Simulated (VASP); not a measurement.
# Rh (Fm-3m) in VASP: single point with r2SCAN

Aim: the single point of Rh with r2SCAN.

Everything below comes from runs of VASP 6.6.1. Logs are shortened: lines on timing, memory, paths and dates and some standing lists are left out, and cuts for length are marked.

### Step 1. The cell of the first run

The structure is cubic, space group Fm-3m (No. 225). Conventional cell: a = 3.800 Å, b = 3.800 Å, c = 3.800 Å, α = 90.00°, β = 90.00°, γ = 90.00°. Rh (site symmetry m-3m) has 12 Rh at 2.69 Å within 3.5 Å.

### Step 2. Single point, r2SCAN (13.72 Å³/atom)

POSCAR

```
Rh
1.0
    0.0000000000      1.8999313891      1.8999313891
    1.8999313891      0.0000000000      1.8999313891
    1.8999313891      1.8999313891      0.0000000000
Rh
1
Direct
    0.0000000000      0.0000000000      0.0000000000
```

INCAR.step1

```
PREC = Accurate
ENCUT = 680
ISMEAR = 0
SIGMA = 0.05
LREAL = F
LASPH = T
NELM = 120
NBANDS = 14
GGA = PE
ALGO = Normal
EDIFF = 1E-5
LWAVE = T
LCHARG = F
GGA_COMPAT = F
```

INCAR.step2

```
PREC = Accurate
ENCUT = 680
EDIFF = 1E-6
ISMEAR = 0
SIGMA = 0.05
LREAL = F
LASPH = T
NELM = 120
ALGO = Normal
ISIF = 2
LWAVE = F
LCHARG = F
METAGGA = R2SCAN
LMIXTAU = T
NBANDS = 14
ISTART = 1
GGA_COMPAT = F
```

KPOINTS

```
Automatic mesh
0
Gamma
  18 18 18
```

Potentials or basis: VASP PAW PBE potentials, release 64 (Rh_sv_GW).

The run is started by

```bash
> cat potpaw_PBE.64/Rh_sv_GW/POTCAR > POTCAR
> cp INCAR.step1 INCAR
> mpirun -np 1 vasp_std > vasp.out
> cp INCAR.step2 INCAR
> mpirun -np 1 vasp_std > vasp.out
```

OUTCAR:

```text
PREC = Accurate
   ENCUT = 680
   EDIFF = 1E-6
   ISMEAR = 0
   LREAL = F
   LASPH = T
   NELM = 120
   ISIF = 2
   METAGGA = R2SCAN
   ISTART = 1

 ion  position               nearest neighbor table
   1  0.000  0.000  0.000-

  LATTYP: Found a face centered cubic cell.
 ALAT       =     3.7998627782

  Lattice vectors:

 A1 = (   0.0000000000,   1.8999313891,   1.8999313891)
 A2 = (   1.8999313891,   0.0000000000,   1.8999313891)
 A3 = (   1.8999313891,   1.8999313891,   0.0000000000)

Analysis of symmetry for initial positions (statically):
=====================================================================
 Subroutine PRICEL returns:
 Original cell was already a primitive cell.

 Routine SETGRP: Setting up the symmetry group for a
 face centered cubic supercell.

 Subroutine GETGRP returns: Found 48 space group operations
 (whereof 48 operations were pure point group operations)
 out of a pool of 48 trial point group operations.

The static configuration has the point symmetry O_h .

Analysis of symmetry for dynamics (positions and initial velocities):
=====================================================================
 Subroutine PRICEL returns:
 Original cell was already a primitive cell.

 Routine SETGRP: Setting up the symmetry group for a
 face centered cubic supercell.

 Subroutine GETGRP returns: Found 48 space group operations
 (whereof 48 operations were pure point group operations)
 out of a pool of 48 trial point group operations.

The dynamic configuration has the point symmetry O_h .

 Subroutine INISYM returns: Found 48 space group operations
 (whereof 48 operations are pure point group operations),
 and found     1 'primitive' translations

----------------------------------------------------------------------------------------

                                     Primitive cell

  volume of cell :      13.7165

  direct lattice vectors                    reciprocal lattice vectors
     0.000000000  1.899931389  1.899931389    -0.263167398  0.263167398  0.263167398
     1.899931389  0.000000000  1.899931389     0.263167398 -0.263167398  0.263167398
     1.899931389  1.899931389  0.000000000     0.263167398  0.263167398 -0.263167398

  length of vectors
     2.686908738  2.686908738  2.686908738     0.455819304  0.455819304  0.455819304

  position of ions in fractional coordinates (direct lattice)
     0.000000000  0.000000000  0.000000000

  ion indices of the primitive-cell ions
[... 81 lines left out ...]
   ISYM   =      2    0-nonsym 1-usesym 2-fastsym
   POTIM  = 0.5000    time-step for ionic-motion
   TEBEG  =    0.0;   TEEND  =   0.0 temperature during run
   PSTRESS=    0.0 pullay stress
   NELECT =      17.0000    total number of electrons
   NUPDOWN=      -1.0000    fix difference up-down
   EMIN   =  10.00;   EMAX   =-10.00  energy-range for DOS
   EFERMI =   0.00;   METHOD = LEGACY
   ISMEAR =     0;   SIGMA  =   0.05  broadening in eV -4-tet -1-fermi 0-gaus
   EFERMI_NEDOS =   21; number of points for ismear=-14 and -15
   IALGO  =     38    algorithm
   IMIX   =      4    mixing-type and parameters
     AMIX     =   0.40;   BMIX     =  1.00
     AMIX_MAG =   1.60;   BMIX_MAG =  1.00
  volume/ion in A,a.u.               =      13.72        92.56
  Fermi-wavevector in a.u.,A,eV,Ry     =   1.758503  3.323090 42.073763  3.092334
  Thomas-Fermi vector in A             =   2.827649
   LORBIT       =      0    0 simple, 1 ext, 2 COOP (PROOUT), +10 PAW based schemes
   METAGGA = R2SCAN    functional components
   LHFCALC =     F    Hartree Fock is set to
   AEXX    =    0.0000 exact exchange contribution
   IVDW    =     0    specifies the selected vdW correction
   LEPSILON=     F    determine dielectric tensor
   LRPA    =     F    only Hartree local field effects (RPA)
 non-spin polarized calculation
 Gauss-broadening in eV      SIGMA  =   0.05
  energy-cutoff  :      680.00
  volume of cell :       13.72
 maximum number of plane-waves:       568
   NGX = 11   NGY = 11   NGZ = 11

 number of electron      17.0000001 magnetization

 Free energy of the ion-electron system (eV)
  ---------------------------------------------------
  ext. energy  EPLUGINS =         0.00000000
  ---------------------------------------------------
  free energy    TOTEN  =       -23.28629215 eV

  energy without entropy =      -23.28468695  energy(sigma->0) =      -23.28548955

 E-fermi :  10.7339     XC(G=0): -15.2931

 val. band max:       10.7280535100   @ k =   0.5000   0.2222   0.1111
 cond. band min:      10.7414073074   @ k =   0.5000   0.3889   0.0000
 fundamental gap:      0.0133537974
 Fermi energy:        10.7338652503

 k-point     1 :       0.0000    0.0000    0.0000
  band No.  band energies     occupation
      1     -70.4614      2.00000
      2     -37.0854      2.00000
      3     -37.0854      2.00000
      4     -37.0854      2.00000
      5       2.5558      2.00000
      6       7.5448      2.00000
      7       7.5448      2.00000
      8       7.5448      2.00000
      9       9.6461      2.00000
     10       9.6461      2.00000
     11      27.1904      0.00000
     12      32.8513      0.00000
     13      32.8513      0.00000
     14      32.8513      0.00000
[... 377 lines left out ...]
      1     -70.4007      2.00000
      2     -37.4647      2.00000
      3     -37.1627      2.00000
      4     -37.1285      2.00000
      5       4.4377      2.00000
      6       7.2073      2.00000
      7       7.9368      2.00000
      8       7.9892      2.00000
      9       9.4687      2.00000
     10      10.1805      2.00000
     11      26.9028      0.00000
     12      28.9980      0.00000
     13      34.5025      0.00000
     14      36.3540      0.00000

 [... further k-points ...]

------------------------ aborting loop because EDIFF is reached ----------------------------------------

  FORCE on cell =-STRESS in cart. coord.  units (eV):
  Direction    XX          YY          ZZ          XY          YZ          ZX
  --------------------------------------------------------------------------------------
  -------------------------------------------------------------------------------------
  Total       -0.0000047     -0.0000047     -0.0000047     -0.0000000      0.0000000     -0.0000000
  in kB       -0.0005493     -0.0005493     -0.0005493     -0.0000000      0.0000000     -0.0000000
  external PRESSURE =      -0.0005493 kB  Pullay stress =       0.0000000 kB

 VOLUME and BASIS-vectors are now :
 -----------------------------------------------------------------------------
  energy-cutoff  :      680.00
  volume of cell :       13.72
      direct lattice vectors                 reciprocal lattice vectors
     0.000000000  1.899931389  1.899931389    -0.263167398  0.263167398  0.263167398
     1.899931389  0.000000000  1.899931389     0.263167398 -0.263167398  0.263167398
     1.899931389  1.899931389  0.000000000     0.263167398  0.263167398 -0.263167398

 POSITION                                       TOTAL-FORCE (eV/Angst)
 -----------------------------------------------------------------------------------
      0.00000      0.00000      0.00000         0.000000      0.000000      0.000000
 -----------------------------------------------------------------------------------
    total drift:                               -0.000000      0.000000     -0.000000

  FREE ENERGIE OF THE ION-ELECTRON SYSTEM (eV)
  ---------------------------------------------------
  free  energy   TOTEN  =       -23.2862921513 eV

  energy  without entropy=      -23.2846869457  energy(sigma->0) =      -23.28548955
```

It took 2 min on 1 thread of Intel Xeon Platinum 8375C at 2.90GHz (Ice Lake), shared host; peak memory 0.21 GiB.

What came out:

* Free energy: -23.2863 eV
* Pressure: 0.0 GPa
* Band gap on the k mesh: zero (an odd number of electrons rules out a gap without spin polarisation)

Caveat: the PAW data sets were made with another functional, which shifts forces and pressure a little.
